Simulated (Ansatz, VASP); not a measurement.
**MgO in VASP and in Ansatz**

```
Mg O
1.0
     2.62335    0.00000    0.00000
     0.00000    2.62335    0.00000
     0.00000    0.00000    2.62335
Mg O
1 1
Cartesian
  0.0000 0.0000 0.0000
  1.3117 1.3117 1.3117
```

Alike in both runs: task single point; functional PBE; k mesh 10 × 10 × 10; no spin polarisation.

|  | VASP | Ansatz |
| --- | --- | --- |
| version | VASP 6.6.1 | Ansatz 0.2.0 |
| potentials or method | VASP PAW PBE potentials, release 64 (Mg, O) | plane waves, PAW |
| plane-wave cutoff (eV) | 520 | 420 |
| occupations | gaussian, width 0.01 eV | fixed |
| valence electrons in the cell | 8 | 16 |

```tsv
	VASP	Ansatz	Ansatz less VASP
gap on the k mesh at the Fermi level (eV)	2.62	2.64	+0.019
pressure (GPa)	5.5	6.2	+0.74
```

VASP's potentials hold 8 valence electrons a cell and Ansatz's 16, so a difference there can come from the potentials and not from the codes.
